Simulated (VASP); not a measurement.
# Ir (I4/mmm) in VASP: a series of runs

Runs on Ir. Level: LDA. Tasks: single point.

All numbers are computed with VASP 6.6.1; they aren't measurements. Logs are shortened: lines on timing, memory, paths and dates and some standing lists are left out, and cuts for length are marked.

## Step 1: The cell of the first run

The structure is tetragonal, space group I4/mmm (No. 139). The conventional cell has a = 2.962 Å, b = 2.962 Å, c = 3.322 Å, α = 90.00°, β = 90.00°, γ = 90.00°. Within 3.5 Å of Ir (site symmetry 4/mmm) lie 14 Ir at 2.67 to 3.32 Å.

## Step 2: Single point, LDA (14.57 Å³/atom)

Contents of INCAR:

```
SYSTEM = Ir
  PREC = Accurate
  ENCUT = 560
  EDIFF = 1E-6
  ISMEAR = 0
  SIGMA = 0.15
  LREAL = .False.
  LASPH = .True.
  NELM = 120
  ALGO = Normal
  ISIF = 2
  LWAVE = .False.
  LCHARG = .True.
  LELF = .True.
  LVHAR = .True.
  NBANDS = 14
  GGA_COMPAT = .False.
```

Contents of KPOINTS:

```
Automatic mesh
0
Gamma
  22 22 22
  0 0 0
```

Contents of POSCAR:

```
Ir
1.0
    0.0000000000      2.0943314827      1.6612237321
    2.0943314827      0.0000000000      1.6612237321
    2.0943314827      2.0943314827      0.0000000000
Ir
1
Direct
    0.0000000000      0.0000000000      0.0000000000
```

Potentials or basis: VASP PAW LDA potentials, release 64 (Ir_sv_GW).

Run with:

```bash
> cat potpaw_LDA.64/Ir_sv_GW/POTCAR > POTCAR
> mpirun -np 1 vasp_std > vasp.out
```

OUTCAR:

```text
SYSTEM = Ir
   PREC = Accurate
   ENCUT = 560
   EDIFF = 1E-6
   ISMEAR = 0
   LREAL = .False.
   LASPH = .True.
   NELM = 120
   ISIF = 2

 ion  position               nearest neighbor table
   1  0.000  0.000  0.000-

  LATTYP: Found a body centered tetragonal cell.
 ALAT       =     2.9618319869
 C/A-ratio  =     1.1217541977

  Lattice vectors:

 A1 = (   0.0000000000,  -2.0943314827,  -1.6612237321)
 A2 = (   0.0000000000,   2.0943314827,  -1.6612237321)
 A3 = (   2.0943314827,   0.0000000000,   1.6612237321)

Analysis of symmetry for initial positions (statically):
=====================================================================
 Subroutine PRICEL returns:
 Original cell was already a primitive cell.

 Routine SETGRP: Setting up the symmetry group for a
 body centered tetragonal supercell.

 Subroutine GETGRP returns: Found 16 space group operations
 (whereof 16 operations were pure point group operations)
 out of a pool of 16 trial point group operations.

The static configuration has the point symmetry D_4h.

Analysis of symmetry for dynamics (positions and initial velocities):
=====================================================================
 Subroutine PRICEL returns:
 Original cell was already a primitive cell.

 Routine SETGRP: Setting up the symmetry group for a
 body centered tetragonal supercell.

 Subroutine GETGRP returns: Found 16 space group operations
 (whereof 16 operations were pure point group operations)
 out of a pool of 16 trial point group operations.

The dynamic configuration has the point symmetry D_4h.

 Subroutine INISYM returns: Found 16 space group operations
 (whereof 16 operations are pure point group operations),
 and found     1 'primitive' translations

----------------------------------------------------------------------------------------

                                     Primitive cell

  volume of cell :      14.5730

  direct lattice vectors                    reciprocal lattice vectors
     0.000000000  2.094331483  1.661223732    -0.238739667  0.238739667  0.300982938
     2.094331483  0.000000000  1.661223732     0.238739667 -0.238739667  0.300982938
     2.094331483  2.094331483  0.000000000     0.238739667  0.238739667 -0.300982938

  length of vectors
     2.673179502  2.673179502  2.961831987     0.452309613  0.452309613  0.452309613

  position of ions in fractional coordinates (direct lattice)
     0.000000000  0.000000000  0.000000000

  ion indices of the primitive-cell ions
   primitive index   ion index
                 1           1

[... 84 lines left out ...]
   EMIN   =  10.00;   EMAX   =-10.00  energy-range for DOS
   EFERMI =   0.00;   METHOD = LEGACY
   ISMEAR =     0;   SIGMA  =   0.15  broadening in eV -4-tet -1-fermi 0-gaus
   EFERMI_NEDOS =   21; number of points for ismear=-14 and -15
   IALGO  =     38    algorithm
   IMIX   =      4    mixing-type and parameters
     AMIX     =   0.40;   BMIX     =  1.00
     AMIX_MAG =   1.60;   BMIX_MAG =  1.00
  volume/ion in A,a.u.               =      14.57        98.34
  Fermi-wavevector in a.u.,A,eV,Ry     =   1.723355  3.256669 40.408669  2.969953
  Thomas-Fermi vector in A             =   2.799248
   LORBIT       =      0    0 simple, 1 ext, 2 COOP (PROOUT), +10 PAW based schemes
   GGA     = CA    functional components
   LHFCALC =     F    Hartree Fock is set to
   AEXX    =    0.0000 exact exchange contribution
   IVDW    =     0    specifies the selected vdW correction
   LEPSILON=     F    determine dielectric tensor
   LRPA    =     F    only Hartree local field effects (RPA)
 non-spin polarized calculation
 Gauss-broadening in eV      SIGMA  =   0.15
  energy-cutoff  :      560.00
  volume of cell :       14.57
 maximum number of plane-waves:       451
 NGX is ok and might be reduce to    24
   NGX = 11   NGY = 11   NGZ = 11

 number of electron      17.0000000 magnetization

 Free energy of the ion-electron system (eV)
  ---------------------------------------------------
  ext. energy  EPLUGINS =         0.00000000
  ---------------------------------------------------
  free energy    TOTEN  =       -10.43449771 eV

  energy without entropy =      -10.41726422  energy(sigma->0) =      -10.42588097

 E-fermi :  11.9123     XC(G=0): -14.5865

 val. band max:       11.9119740059   @ k =   0.4091   0.0455   0.2727
 cond. band min:      11.9140938098   @ k =  -0.0909   0.2273   0.1818
 fundamental gap:      0.0021198039
 Fermi energy:        11.9123183437

 k-point     1 :       0.0000    0.0000    0.0000
  band No.  band energies     occupation
      1     -80.2549      2.00000
      2     -37.0077      2.00000
      3     -37.0077      2.00000
      4     -36.8440      2.00000
      5       1.3120      2.00000
      6       7.9898      2.00000
      7       7.9898      2.00000
      8       9.0561      2.00000
      9      10.3132      2.00000
     10      11.8863      1.19398
     11      26.7817      0.00000
     12      28.9626      0.00000
     13      28.9626      0.00000
     14      37.1862      0.00000
[... 377 lines left out ...]
      1     -80.1925      2.00000
      2     -37.6652      2.00000
      3     -37.2242      2.00000
      4     -36.9248      2.00000
      5       4.4196      2.00000
      6       7.0089      2.00000
      7       9.8566      2.00000
      8      10.9956      2.00000
      9      12.6358      0.00000
     10      13.6298      0.00000
     11      19.8266      0.00000
     12      25.1914      0.00000
     13      29.4601      0.00000
     14      33.8086      0.00000

 [... further k-points ...]

------------------------ aborting loop because EDIFF is reached ----------------------------------------

  FORCE on cell =-STRESS in cart. coord.  units (eV):
  Direction    XX          YY          ZZ          XY          YZ          ZX
  --------------------------------------------------------------------------------------
  -------------------------------------------------------------------------------------
  Total       -2.3701126     -2.3701126      1.8816620      0.0000000     -0.0000000     -0.0000000
  in kB     -260.5737143   -260.5737143    206.8727209      0.0000000     -0.0000000     -0.0000000
  external PRESSURE =    -104.7582359 kB  Pullay stress =       0.0000000 kB

 VOLUME and BASIS-vectors are now :
 -----------------------------------------------------------------------------
  energy-cutoff  :      560.00
  volume of cell :       14.57
      direct lattice vectors                 reciprocal lattice vectors
     0.000000000  2.094331483  1.661223732    -0.238739667  0.238739667  0.300982938
     2.094331483  0.000000000  1.661223732     0.238739667 -0.238739667  0.300982938
     2.094331483  2.094331483  0.000000000     0.238739667  0.238739667 -0.300982938

 POSITION                                       TOTAL-FORCE (eV/Angst)
 -----------------------------------------------------------------------------------
      0.00000      0.00000      0.00000         0.000000     -0.000000      0.000000
 -----------------------------------------------------------------------------------
    total drift:                                0.000000     -0.000000     -0.000000

  FREE ENERGIE OF THE ION-ELECTRON SYSTEM (eV)
  ---------------------------------------------------
  free  energy   TOTEN  =       -10.4344977096 eV

  energy  without entropy=      -10.4172642231  energy(sigma->0) =      -10.42588097
```

OSZICAR:

```text
N       E                     dE             d eps       ncg     rms          rms(c)
DAV:   1     0.115426911736E+03    0.11543E+03   -0.11887E+04 23914   0.133E+03
DAV:   2    -0.986345842534E+01   -0.12529E+03   -0.12013E+03 28884   0.400E+02
DAV:   3    -0.116337760489E+02   -0.17703E+01   -0.17627E+01 26268   0.452E+01
DAV:   4    -0.116366241936E+02   -0.28481E-02   -0.28480E-02 28218   0.220E+00
DAV:   5    -0.116366304774E+02   -0.62837E-05   -0.62843E-05 26400   0.971E-02    0.690E+01
DAV:   6    -0.105334910385E+02    0.11031E+01   -0.15023E+00 23904   0.127E+01    0.370E+01
DAV:   7    -0.104514780445E+02    0.82013E-01   -0.37385E-01 27216   0.584E+00    0.739E+00
DAV:   8    -0.104347072277E+02    0.16771E-01   -0.62966E-02 23712   0.308E+00    0.737E-01
DAV:   9    -0.104346316558E+02    0.75572E-04   -0.70532E-04 26886   0.337E-01    0.300E-01
DAV:  10    -0.104345001433E+02    0.13151E-03   -0.25730E-04 26040   0.229E-01    0.221E-01
DAV:  11    -0.104344977374E+02    0.24059E-05   -0.62712E-06 26676   0.327E-02    0.510E-02
DAV:  12    -0.104344977096E+02    0.27732E-07   -0.18668E-07 12900   0.473E-03
   1 F= -.10434498E+02 E0= -.10425881E+02  d E =-.172335E-01
```

Wall time 75 s (1 thread of Intel Xeon Platinum 8488C (Sapphire Rapids), shared host); peak memory 0.3 GiB.

Results:

| Item | Value |
| --- | --- |
| Free energy | -10.4345 eV |
| Pressure | -10.5 GPa |
| Band gap on the k mesh | zero (an odd number of electrons rules out a gap without spin polarisation) |

Stress tensor (GPa, compression positive):
```
-26.06   0.00   0.00
  0.00 -26.06   0.00
  0.00   0.00  20.69
```

Caveat: the stress differs along the axes, from -26 to 21 GPa; spin-orbit coupling is left out, which moves the levels of the heavy elements.

(Part 1 of 2 ends here.)
